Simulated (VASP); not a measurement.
The system is BaNb.

```
CELL_PARAMETERS angstrom
3.85375 0.00000 0.00000
-1.92687 3.33744 0.00000
0.00000 0.00000 3.75875
ATOMIC_POSITIONS crystal
Ba 0.00000 0.00000 0.00000
Nb 0.66667 0.33333 0.50000
```

```yaml
Program: VASP 6.6.1
Task: relaxation of cell and atoms
Functional: PBE
Potentials_or_basis: VASP PAW PBE potentials, release 64 (Ba_sv, Nb_sv)
Cutoff: 600 eV
k_mesh: 6 × 6 × 4
Occupations: gaussian, width 0.1 eV
Spin: no spin polarisation
```

At the start: pressure 15.0 GPa; volume 24.17 Å³/atom.

How do energy, volume and symmetry change on relaxing?

Over 10 steps the energy falls by 956.8 meV/atom and the volume is 27.57 Å³/atom (+14.1 %); space group P-6m2 (No. 187, to 0.1 Å) before and after.

The path:
```tsv
step	energy change (eV)	largest force (eV/Å)	pressure (GPa)	volume (Å³)
1	0.0000	0.0000	15.00	48.34
2	-0.6508	0.0000	-1.39	65.86
3	-0.6522	0.0000	-1.00	64.87
4	-0.8035	0.0000	-1.31	64.53
5	-1.4650	0.0000	-2.15	62.23
6	-1.6998	0.0000	2.60	52.86
7	-1.8588	0.0000	-2.06	58.57
8	-1.9026	0.0000	-1.73	57.06
9	-1.8636	0.0000	4.53	51.33
10	-1.9136	0.0000	-0.03	55.15
```

Final structure:
```xyz
2
Lattice="3.2852 0.0000 0.0000 -1.6426 2.8451 0.0000 0.0000 0.0000 5.9002" Properties=species:S:1:pos:R:3 pbc="T T T"
Ba    3.2852    0.0000    0.0000
Nb    1.6426    0.9484    2.9501
```

Caveat: the k points lie up to 0.37 Å⁻¹ apart in the final cell, too coarse for converged energies and pressures of a metal; a cell axis changed by over 15 % at a fixed basis, so the end point is rough.
